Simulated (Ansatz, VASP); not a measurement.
# Two plane-wave programs on Pt

Contents of INCAR:

```
  ALGO = Fast
  EDIFF = 1E-6
  ENCUT = 520
  GGA = PS
  ISIF = 2
  ISMEAR = 0
  LASPH = T
  LCHARG = T
  LELF = T
  LREAL = F
  LVHAR = T
  LWAVE = F
  NBANDS = 11
  NELM = 100
  PREC = Accurate
  SIGMA = 0.15
```

File KPOINTS:

```
k-points
0
Gamma
  22 22 22
```

POSCAR

```
Pt
1.0
   -1.5921411000      1.5842200000      1.5842200000
    1.5921411000     -1.5842200000      1.5842200000
    1.5921411000      1.5842200000     -1.5842200000
Pt
1
Direct
    0.0000000000      0.0000000000      0.0000000000
```

Input for Ansatz:

```yaml
crystal:
  lattice:
    - [-1.5921411, 1.58422, 1.58422]
    - [1.5921411, -1.58422, 1.58422]
    - [1.5921411, 1.58422, -1.58422]
  atoms:
    - { symbol: Pt, position: [0.0, 0.0, 0.0] }
basis:
  ecutwfc: 420
kpoints:
  mp_grid: { grid: [22, 22, 22] }
hamiltonian:
  xc: pbesol
scf:
  occupations: { method: gaussian, width: 0.15 }
output:
  forces: true
  stress: true
  eigenvalues: true
```

Change from the starting cell: strain +0.0050 x Voigt [1, 0, 0, 0, 0, 0], atoms carried along.

Alike in both runs: task single point; functional PBEsol; k mesh 22 × 22 × 22; occupations gaussian, width 0.15 eV; no spin polarisation.

|  | VASP | Ansatz |
| --- | --- | --- |
| version | VASP 6.6.1 | Ansatz 0.2.0 |
| potentials or method | VASP PAW PBE potentials, release 64 (Pt), cutoff 520 eV | scalar-relativistic, plane waves, PAW |
| valence electrons in the cell | 10 | 18 |

```tsv
	VASP	Ansatz	Ansatz less VASP
gap on the k mesh at the Fermi level (eV)	none	none	-
pressure (GPa)	-12.3	-12.0	+0.36
traceless stress, the component that is largest in VASP (GPa)	0.32	0.32	0.000
```

VASP's potentials were made for PBE, not for PBEsol. A gap of «none» marks a metal or a gap that the smearing closes. VASP's potentials hold 10 valence electrons a cell and Ansatz's 18, so a difference there can come from the potentials and not from the codes.

Neither program's run includes spin-orbit coupling.
